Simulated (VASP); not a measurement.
The system is Sm3O.

```
Sm O
1.0
    -2.76629    2.76629    3.29434
     2.76629   -2.76629    3.29434
     2.76629    2.76629   -3.29434
Sm O
3 1
Direct
  0.50000 0.00000 0.50000
  0.00000 0.50000 0.50000
  0.00000 0.00000 0.00000
  0.50000 0.50000 0.00000
```

The cell was built from a structure type or drawn by symmetry, and may not be a known phase.

| Property | Result |
| --- | --- |
| Program | VASP 6.6.1 |
| Task | relaxation of cell and atoms |
| Functional | PBE |
| Potentials or basis | VASP PAW PBE potentials, release 64 (Sm_3, O), 4f in core |
| Cutoff | 600 eV |
| k mesh | 4 × 4 × 4 |
| Occupations | gaussian, width 0.1 eV |
| Spin | no spin polarisation |

At the start: pressure -0.7 GPa; volume 25.21 Å³/atom.

Problem. How do energy, volume and symmetry change on relaxing?

Solution. Over 5 steps the energy falls by 7.0 meV/atom and the volume is 24.53 Å³/atom (-2.7 %); space group I4/mmm (No. 139, to 0.1 Å) before and after.

Step by step:
```tsv
step	energy change (eV)	largest force (eV/Å)	pressure (GPa)	volume (Å³)
1	0.0000	0.0000	-0.73	100.84
2	-0.0181	0.0000	-0.22	99.17
3	-0.0251	0.0000	0.30	97.64
4	-0.0252	0.0000	0.39	97.38
5	-0.0279	0.0000	0.16	98.14
```

Final structure:
```
CELL_PARAMETERS angstrom
-2.78108 2.78108 3.17203
2.78108 -2.78108 3.17203
2.78108 2.78108 -3.17203
ATOMIC_POSITIONS crystal
Sm 0.50000 0.00000 0.50000
Sm 0.00000 0.50000 0.50000
Sm 0.00000 0.00000 0.00000
O 0.50000 0.50000 0.00000
```

Caveat: the k points lie up to 0.38 Å⁻¹ apart in the final cell, too coarse for converged energies and pressures of a metal; an odd number of electrons without spin polarisation forces a metal; a magnetic or distorted state may lie lower; the run has no spin polarisation, though such a crystal can be magnetic.
